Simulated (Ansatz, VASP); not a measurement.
One calculation of Sb, two programs

```xyz
4
Lattice="4.0687 0.0000 0.0000 -2.0343 3.5236 0.0000 0.0000 0.0000 20.8000" Properties=species:S:1:pos:R:3 pbc="T T T"
Sb    0.0000    2.3491    6.1500
Sb    2.0343    1.1745    4.5000
Sb   -2.0343    5.8726   11.6500
Sb    0.0000    4.6981   10.0000
```

Alike in both runs: task single point; functional PBE; dispersion D3(BJ); k mesh 9 × 9 × 1; occupations gaussian, width 0.05 eV; no spin polarisation.

```csv
,VASP,Ansatz
version,VASP 6.6.1,Ansatz 0.2.0
potentials or method,"VASP PAW PBE potentials, release 64 (Sb), cutoff 520 eV","scalar-relativistic, plane waves, PAW"
valence electrons in the cell,20,60
```

Ansatz gave:

- gap on the k mesh at the Fermi level (eV): 0.89
- least direct gap on the mesh (eV): 1.51
- rms of the force components (eV/Å): 0.052

Q: Which values does VASP return?

A: gap on the k mesh at the Fermi level (eV): 0.90; least direct gap on the mesh (eV): 1.49; rms of the force components (eV/Å): 0.089.

Atom by atom the forces differ by 0.049 eV/Å (rms over components). VASP's potentials hold 20 valence electrons a cell and Ansatz's 60, so a difference there can come from the potentials and not from the codes.

Spin-orbit coupling is off throughout.
